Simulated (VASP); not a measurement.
# K3Os (P6_3/mmc) in VASP: notebook

The runs below take K3Os through single point, with PBE.

Program: VASP 6.6.1. These are calculated values, not measurements. Logs are shortened: lines on timing, memory, paths and dates and some standing lists are left out, and cuts for length are marked.

### Step 1. The cell of the first run

It takes space group P6_3/mmc (No. 194, hexagonal). Conventional cell: a = 7.514 Å, b = 7.514 Å, c = 5.829 Å, α = 90.00°, β = 90.00°, γ = 120.00°. Within 4.4 Å of K (site symmetry mm2) lie 8 K at 3.37 to 4.15 Å and 4 Os at 3.50 to 3.76 Å. Within 4.6 Å of Os (site symmetry -6m2) lie 12 K at 3.50 to 3.76 Å.

### Step 2. Single point, PBE

Input file INCAR:

```
SYSTEM = K3Os
ALGO = Fast
EDIFF = 1E-6
ENCUT = 520
GGA = PE
ISIF = 2
ISMEAR = 0
LASPH = .TRUE.
LCHARG = .FALSE.
LREAL = .FALSE.
LWAVE = .FALSE.
NBANDS = 45
NELM = 100
PREC = Accurate
SIGMA = 0.1
```

Input file KPOINTS:

```
k-points
0
G
  3 3 4
  0 0 0
```

Input file POSCAR:

```
K3Os
1.0
    7.5142828392      0.0000000000      0.0000000000
   -3.7571414196      6.5075598300      0.0000000000
    0.0000000000      0.0000000000      5.8290402613
K Os
6 2
Direct
    0.8159828957      0.6319657914      0.2500000000
    0.1840171043      0.8159828957      0.7500000000
    0.3680342086      0.1840171043      0.2500000000
    0.1840171043      0.3680342086      0.7500000000
    0.8159828957      0.1840171043      0.2500000000
    0.6319657914      0.8159828957      0.7500000000
    0.3333333333      0.6666666667      0.2500000000
    0.6666666667      0.3333333333      0.7500000000
```

Potentials or basis: VASP PAW PBE potentials, release 64 (K_sv, Os).

The run is started by

```sh
$ cat potpaw_PBE.64/K_sv/POTCAR potpaw_PBE.64/Os/POTCAR > POTCAR
$ mpirun -np 1 vasp_std > vasp.out
```

OUTCAR:

```text
SYSTEM = K3Os
   EDIFF = 1E-6
   ENCUT = 520
   GGA = PE
   ISIF = 2
   ISMEAR = 0
   LASPH = .TRUE.
   LREAL = .FALSE.
   NELM = 100
   PREC = Accurate

 ion  position               nearest neighbor table
   1  0.816  0.632  0.250-   3 3.37   5 3.37   8 3.50   8 3.50   2 3.77   2 3.77   6 3.77   6 3.77

   2  0.184  0.816  0.750-   6 3.37   4 3.37   7 3.50   7 3.50   1 3.77   1 3.77   3 3.77   3 3.77

   3  0.368  0.184  0.250-   5 3.37   1 3.37   8 3.50   8 3.50   4 3.77   4 3.77   2 3.77   2 3.77

   4  0.184  0.368  0.750-   2 3.37   6 3.37   7 3.50   7 3.50   5 3.77   5 3.77   3 3.77   3 3.77

   5  0.816  0.184  0.250-   3 3.37   1 3.37   8 3.50   8 3.50   4 3.77   4 3.77   6 3.77   6 3.77

   6  0.632  0.816  0.750-   2 3.37   4 3.37   7 3.50   7 3.50   1 3.77   1 3.77   5 3.77   5 3.77

   7  0.333  0.667  0.250-   2 3.50   2 3.50   6 3.50   6 3.50   4 3.50   4 3.50
   8  0.667  0.333  0.750-   5 3.50   5 3.50   3 3.50   3 3.50   1 3.50   1 3.50

  LATTYP: Found a hexagonal cell.
 ALAT       =     7.5142828392
 C/A-ratio  =     0.7757280882

  Lattice vectors:

 A1 = (   7.5142828392,   0.0000000000,   0.0000000000)
 A2 = (  -3.7571414196,   6.5075598300,   0.0000000000)
 A3 = (   0.0000000000,   0.0000000000,   5.8290402613)

Analysis of symmetry for initial positions (statically):
=====================================================================
 Subroutine PRICEL returns:
 Original cell was already a primitive cell.

 Routine SETGRP: Setting up the symmetry group for a
 hexagonal supercell.

 Subroutine GETGRP returns: Found 24 space group operations
 (whereof 12 operations were pure point group operations)
 out of a pool of 24 trial point group operations.

The static configuration has the point symmetry D_3d.
 The point group associated with its full space group is D_6h.

Analysis of symmetry for dynamics (positions and initial velocities):
=====================================================================
 Subroutine PRICEL returns:
 Original cell was already a primitive cell.

 Routine SETGRP: Setting up the symmetry group for a
 hexagonal supercell.

 Subroutine GETGRP returns: Found 24 space group operations
 (whereof 12 operations were pure point group operations)
 out of a pool of 24 trial point group operations.

The dynamic configuration has the point symmetry D_3d.
 The point group associated with its full space group is D_6h.

 Subroutine INISYM returns: Found 24 space group operations
 (whereof 12 operations are pure point group operations),
 and found     1 'primitive' translations

----------------------------------------------------------------------------------------

                                     Primitive cell

  volume of cell :     285.0380

  direct lattice vectors                    reciprocal lattice vectors
     7.514282839  0.000000000  0.000000000     0.133079899  0.076833715  0.000000000
    -3.757141420  6.507559830  0.000000000     0.000000000  0.153667431  0.000000000
     0.000000000  0.000000000  5.829040261     0.000000000  0.000000000  0.171554828

  length of vectors
     7.514282839  7.514282839  5.829040261     0.153667431  0.153667431  0.171554828

  position of ions in fractional coordinates (direct lattice)
     0.815982896  0.631965791  0.250000000
     0.184017104  0.815982896  0.750000000
     0.368034209  0.184017104  0.250000000
     0.184017104  0.368034209  0.750000000
     0.815982896  0.184017104  0.250000000
     0.631965791  0.815982896  0.750000000
     0.333333333  0.666666667  0.250000000
     0.666666667  0.333333333  0.750000000

  ion indices of the primitive-cell ions
   primitive index   ion index
                 1           1
                 2           2
                 3           3
                 4           4
                 5           5
                 6           6
                 7           7
                 8           8

----------------------------------------------------------------------------------------

 KPOINTS: k-points

Automatic generation of k-mesh.
 Grid dimensions read from file:
 generate k-points for:    3    3    4

 Generating k-lattice:

  Cartesian coordinates                     Fractional coordinates (reciprocal lattice)
     0.044359966  0.025611238  0.000000000     0.333333333 -0.000000000  0.000000000
     0.000000000  0.051222477  0.000000000     0.000000000  0.333333333  0.000000000
     0.000000000  0.000000000  0.042888707     0.000000000  0.000000000  0.250000000

  Length of vectors
     0.051222477  0.051222477  0.042888707

  Shift w.r.t. Gamma in fractional coordinates (k-lattice)
     0.000000000  0.000000000  0.000000000

 Subroutine IBZKPT returns following result:
 ===========================================

 Found      9 irreducible k-points:

 Following reciprocal coordinates:
            Coordinates               Weight
  0.000000  0.000000  0.000000      1.000000
  0.333333  0.000000  0.000000      6.000000
  0.333333  0.333333  0.000000      2.000000
  0.000000  0.000000  0.250000      2.000000
  0.333333  0.000000  0.250000     12.000000
  0.333333  0.333333  0.250000      4.000000
  0.000000  0.000000  0.500000      1.000000
  0.333333  0.000000  0.500000      6.000000
  0.333333  0.333333  0.500000      2.000000
   k-points           NKPTS =      9   k-points in BZ     NKDIM =      9   number of bands    NBANDS=     45
   number of dos      NEDOS =    301   number of ions     NIONS =      8
   total plane-waves  NPLWV = 150528
   dimension x,y,z NGX =    56 NGY =   56 NGZ =   48
   dimension x,y,z NGXF=   112 NGYF=  112 NGZF=   96
   ions per type =               6   2
   NGX,Y,Z   is equivalent  to a cutoff of  12.39, 12.39, 13.69 a.u.
   NGXF,Y,Z  is equivalent  to a cutoff of  24.78, 24.78, 27.38 a.u.
 SYSTEM =  K3Os
   PREC   = accura    normal or accurate (medium, high low for compatibility)
   ISTART =      0    job   : 0-new  1-cont  2-samecut
   ICHARG =      2    charge: 1-file 2-atom 10-const
   ISPIN  =      1    spin polarized calculation?
   LNONCOLLINEAR =      F non collinear calculations
   LSORBIT =      F    spin-orbit coupling
   LASPH  =      T    aspherical Exc in radial PAW
   ENCUT  =  520.0 eV  38.22 Ry    6.18 a.u.  13.97 13.97 10.84*2*pi/ulx,y,z
   NELM   =    100;   NELMIN=  2; NELMDL= -5     # of ELM steps
   EDIFF  = 0.1E-05   stopping-criterion for ELM
   LREAL  =      F    real-space projection
   EDIFFG = 0.1E-04   stopping-criterion for IOM
   NSW    =      0    number of steps for IOM
   IBRION =     -1    ionic relax: 0-MD 1-quasi-New 2-CG
   NFREE  =      0    steps in history (QN), initial steepest desc. (CG)
   ISIF   =      2    stress and relaxation
   ISYM   =      2    0-nonsym 1-usesym 2-fastsym
   POTIM  = 0.5000    time-step for ionic-motion
   TEBEG  =    0.0;   TEEND  =   0.0 temperature during run
   PSTRESS=    0.0 pullay stress
   NELECT =      70.0000    total number of electrons
   NUPDOWN=      -1.0000    fix difference up-down
   EMIN   =  10.00;   EMAX   =-10.00  energy-range for DOS
   EFERMI =   0.00;   METHOD = LEGACY
   ISMEAR =     0;   SIGMA  =   0.10  broadening in eV -4-tet -1-fermi 0-gaus
   EFERMI_NEDOS =   21; number of points for ismear=-14 and -15
   IALGO  =     68    algorithm
   IMIX   =      4    mixing-type and parameters
     AMIX     =   0.40;   BMIX     =  1.00
     AMIX_MAG =   1.60;   BMIX_MAG =  1.00
  volume/ion in A,a.u.               =      35.63       240.44
  Fermi-wavevector in a.u.,A,eV,Ry     =   1.025195  1.937338 14.300068  1.051025
  Thomas-Fermi vector in A             =   2.159023
   LORBIT       =      0    0 simple, 1 ext, 2 COOP (PROOUT), +10 PAW based schemes
   GGA     = PE    functional components
   LHFCALC =     F    Hartree Fock is set to
   AEXX    =    0.0000 exact exchange contribution
   IVDW    =     0    specifies the selected vdW correction
   LEPSILON=     F    determine dielectric tensor
   LRPA    =     F    only Hartree local field effects (RPA)
 non-spin polarized calculation
 RMM-DIIS sequential band-by-band and
 Gauss-broadening in eV      SIGMA  =   0.10
  energy-cutoff  :      520.00
  volume of cell :      285.04
 maximum number of plane-waves:      7710
 NGX is ok and might be reduce to    56
   NGX = 27   NGY = 27   NGZ = 21

 number of electron      70.0000001 magnetization

 Free energy of the ion-electron system (eV)
  ---------------------------------------------------
  ext. energy  EPLUGINS =         0.00000000
  ---------------------------------------------------
  free energy    TOTEN  =       -17.52854377 eV

  energy without entropy =      -17.39533009  energy(sigma->0) =      -17.46193693

 E-fermi :   1.1554     XC(G=0):  -7.9203

 val. band max:        1.1489165283   @ k =   0.3333   0.0000   0.0000
 cond. band min:       1.1561094023   @ k =   0.3333   0.0000   0.2500
 fundamental gap:      0.0071928740
 Fermi energy:         1.1554312714

 k-point     1 :       0.0000    0.0000    0.0000
  band No.  band energies     occupation
      1     -30.0151      2.00000
      2     -29.9700      2.00000
      3     -29.9409      2.00000
      4     -29.9409      2.00000
      5     -29.9197      2.00000
      6     -29.9197      2.00000
[... 37 lines left out ...]
     44       4.0777      0.00000
     45       4.2483      0.00000

 k-point     2 :       0.3333    0.0000    0.0000
  band No.  band energies     occupation
      1     -30.0037      2.00000
      2     -29.9780      2.00000
      3     -29.9474      2.00000
      4     -29.9412      2.00000
      5     -29.9193      2.00000
      6     -29.9167      2.00000
[... 37 lines left out ...]
     44       3.8542      0.00000
     45       4.6929      0.00000

 k-point     3 :       0.3333    0.3333    0.0000
  band No.  band energies     occupation
      1     -29.9891      2.00000
      2     -29.9891      2.00000
      3     -29.9580      2.00000
      4     -29.9281      2.00000
      5     -29.9281      2.00000
      6     -29.9139      2.00000
[... 277 lines left out ...]
     44       3.7076      0.00000
     45       5.1368      0.00000

 k-point     9 :       0.3333    0.3333    0.5000
  band No.  band energies     occupation
      1     -29.9868      2.00000
      2     -29.9868      2.00000
      3     -29.9360      2.00000
      4     -29.9360      2.00000
      5     -29.9303      2.00000
      6     -29.9303      2.00000
[... 37 lines left out ...]
     44       3.8244      0.00000
     45       4.8952      0.00000

------------------------ aborting loop because EDIFF is reached ----------------------------------------

  FORCE on cell =-STRESS in cart. coord.  units (eV):
  Direction    XX          YY          ZZ          XY          YZ          ZX
  --------------------------------------------------------------------------------------
  -------------------------------------------------------------------------------------
  Total        0.3300127      0.3300127     -0.3597540      0.0000000     -0.0000000      0.0000000
  in kB        1.8549768      1.8549768     -2.0221506      0.0000000     -0.0000000      0.0000000
  external PRESSURE =       0.5626010 kB  Pullay stress =       0.0000000 kB

 VOLUME and BASIS-vectors are now :
 -----------------------------------------------------------------------------
  energy-cutoff  :      520.00
  volume of cell :      285.04
      direct lattice vectors                 reciprocal lattice vectors
     7.514282839  0.000000000  0.000000000     0.133079899  0.076833715  0.000000000
    -3.757141420  6.507559830  0.000000000     0.000000000  0.153667431  0.000000000
     0.000000000  0.000000000  5.829040261     0.000000000  0.000000000  0.171554828

 POSITION                                       TOTAL-FORCE (eV/Angst)
 -----------------------------------------------------------------------------------
      3.75714      4.11256      1.45726         0.000000      0.011483      0.000000
     -1.68301      5.31006      4.37178        -0.009944      0.005741     -0.000000
      2.07413      1.19750      1.45726        -0.009944     -0.005741      0.000000
     -0.00000      2.39500      4.37178         0.000000     -0.011483     -0.000000
      5.44015      1.19750      1.45726         0.009944     -0.005741     -0.000000
      1.68301      5.31006      4.37178         0.009944      0.005741      0.000000
     -0.00000      4.33837      1.45726         0.000000      0.000000      0.000000
      3.75714      2.16919      4.37178         0.000000      0.000000      0.000000
 -----------------------------------------------------------------------------------
    total drift:                                0.000000     -0.000000      0.000000

  FREE ENERGIE OF THE ION-ELECTRON SYSTEM (eV)
  ---------------------------------------------------
  free  energy   TOTEN  =       -17.5285437688 eV

  energy  without entropy=      -17.3953300929  energy(sigma->0) =      -17.46193693
```

It took 6.1 min on 1 thread of Oxide Virtual Turin-like, shared host; peak memory 0.38 GiB.

Results:

* Free energy: -17.5285 eV
* Pressure: 0.1 GPa
* Largest force: 0.011 eV/Å
* Band gap on the k mesh: zero (bands 35 and 36 overlap by 0.17 eV)

Forces in eV/Å, atoms in the order of the input:
```
K    0.000  0.011  0.000
K   -0.010  0.006  0.000
K   -0.010 -0.006  0.000
K    0.000 -0.011  0.000
K    0.010 -0.006  0.000
K    0.010  0.006  0.000
Os   0.000  0.000  0.000
Os   0.000  0.000  0.000
```

Caveat: spin-orbit coupling is left out, which moves the levels of the heavy elements.

### Step 3. Single point, PBE

This run uses another cell than the first one, of 31.25 Å³/atom.

Input file INCAR:

```
SYSTEM = K3Os
PREC = Accurate ; ENCUT = 520
EDIFF = 1E-7 ; ISMEAR = 0
SIGMA = 0.1 ; LREAL = .FALSE.
LASPH = .TRUE. ; NELM = 60
ALGO = Fast ; ISIF = 2
LWAVE = .FALSE. ; LCHARG = .TRUE.
GGA = PE ; LELF = .TRUE.
LVHAR = .TRUE. ; NBANDS = 45
```

Input file KPOINTS:

```
Automatic mesh
0
G
  3 3 4
  0 0 0
```

Input file POSCAR:

```
K3Os
1.0
    7.1117404405      0.0000000000      0.0000000000
   -3.5558702202      6.1589478866      0.0000000000
    0.0000000000      0.0000000000      5.7082689904
K Os
6 2
Direct
    0.8330000000      0.6660000000      0.2500000000
    0.1670000000      0.8330000000      0.7500000000
    0.3340000000      0.1670000000      0.2500000000
    0.1670000000      0.3340000000      0.7500000000
    0.8330000000      0.1670000000      0.2500000000
    0.6660000000      0.8330000000      0.7500000000
    0.3333333333      0.6666666667      0.2500000000
    0.6666666667      0.3333333333      0.7500000000
```

Potentials or basis: VASP PAW PBE potentials, release 64 (K_sv, Os).

The run is started by

```sh
$ cat potpaw_PBE.64/K_sv/POTCAR potpaw_PBE.64/Os/POTCAR > POTCAR
$ mpirun -np 1 vasp_std > vasp.out
```

Wall time 6 min (1 thread of Oxide Virtual Turin-like, shared host); peak memory 0.34 GiB.

Results (log left out):

```
Free energy            : -16.8670 eV
Pressure               : 1.9 GPa
Largest force          : 0.783 eV/Å
Band gap on the k mesh : zero (bands 35 and 36 overlap by 0.16 eV)
```

Forces on the atoms (eV/Å):
```
K    0.000 -0.783  0.000
K    0.678 -0.392  0.000
K    0.678  0.392  0.000
K    0.000  0.783  0.000
K   -0.678  0.392  0.000
K   -0.678 -0.392  0.000
Os   0.000  0.000  0.000
Os   0.000  0.000  0.000
```

Stress tensor (GPa, compression positive):
```
1.71 0.00 0.00
0.00 1.71 0.00
0.00 0.00 2.20
```

Levels at points of the mesh, in eV from the Fermi level:
| k point | band 32 | band 33 | band 34 | band 35 | band 36 | band 37 | band 38 | band 39 | band 40 | band 41 |
| --- | --- | --- | --- | --- | --- | --- | --- | --- | --- | --- |
| (0.00, 0.00, 0.00) | -0.42 | -0.42 | -0.25 | 0.09 | 0.09 | 0.61 | 1.49 | 1.72 | 1.72 | 2.21 |
| (0.00, 0.00, 0.50) | -0.38 | -0.03 | -0.03 | -0.03 | -0.03 | 0.42 | 0.42 | 2.67 | 2.67 | 2.68 |

Caveat: spin-orbit coupling is left out, which moves the levels of the heavy elements.
